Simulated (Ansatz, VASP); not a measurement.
# One calculation of InSb3, two programs

File INCAR:

```
SYSTEM = InSb3
ALGO = Normal
EDIFF = 1E-6
ENCUT = 520
GGA = PS
ISIF = 2
ISMEAR = 0
LASPH = .True.
LCHARG = .False.
LREAL = .False.
LWAVE = .False.
NBANDS = 22
NELM = 80
PREC = Accurate
SIGMA = 0.15
```

File KPOINTS:

```
k-points
0
Gamma
  10 10 10
  0 0 0
```

Contents of POSCAR:

```
InSb3
1.0
    4.9505268663      0.0000000000      0.0000000000
    0.0000000000      4.9505268663      0.0000000000
    0.0000000000      0.0000000000      4.6589408339
In Sb
1 3
Direct
    0.0000000000      0.0000000000      0.0000000000
    0.5000000000      0.0000000000      0.5000000000
    0.0000000000      0.5000000000      0.5000000000
    0.5000000000      0.5000000000      0.0000000000
```

Input for Ansatz:

```yaml
crystal:
  lattice:
    - [4.9505268663, 0.0, 0.0]
    - [0.0, 4.9505268663, 0.0]
    - [0.0, 0.0, 4.6589408339]
  atoms:
    - { symbol: In, position: [0.0, 0.0, 0.0] }
    - { symbol: Sb, position: [0.5, 0.0, 0.5] }
    - { symbol: Sb, position: [0.0, 0.5, 0.5] }
    - { symbol: Sb, position: [0.5, 0.5, 0.0] }
basis:
  ecutwfc: 420
kpoints:
  mp_grid: { grid: [10, 10, 10] }
hamiltonian:
  xc: pbesol
  pseudopotentials: { kind: paw, azcp: { folder: soft_1 } }
scf:
  occupations: { method: gaussian, width: 0.15 }
output:
  forces: true
  stress: true
  eigenvalues: true
```

Alike in both runs: task single point; functional PBEsol; k mesh 10 × 10 × 10; occupations gaussian, width 0.15 eV; no spin polarisation.

|  | VASP | Ansatz |
| --- | --- | --- |
| version | VASP 6.6.1 | Ansatz 0.2.0 |
| potentials or method | VASP PAW PBE potentials, release 64 (In_d, Sb), cutoff 520 eV | scalar-relativistic, plane waves, PAW |
| valence electrons in the cell | 28 | 58 |

```tsv
	VASP	Ansatz	Ansatz less VASP
gap on the k mesh at the Fermi level (eV)	none	none	-
pressure (GPa)	-3.8	-3.8	+0.02
traceless stress, the component that is largest in VASP (GPa)	-0.06	-0.06	-0.002
```

VASP's potentials were made for PBE, not for PBEsol, and Ansatz warns of the same on its side. A gap of «none» marks a metal or a gap that the smearing closes. VASP's potentials hold 28 valence electrons a cell and Ansatz's 58, so a difference there can come from the potentials and not from the codes.

Spin-orbit coupling is off throughout.
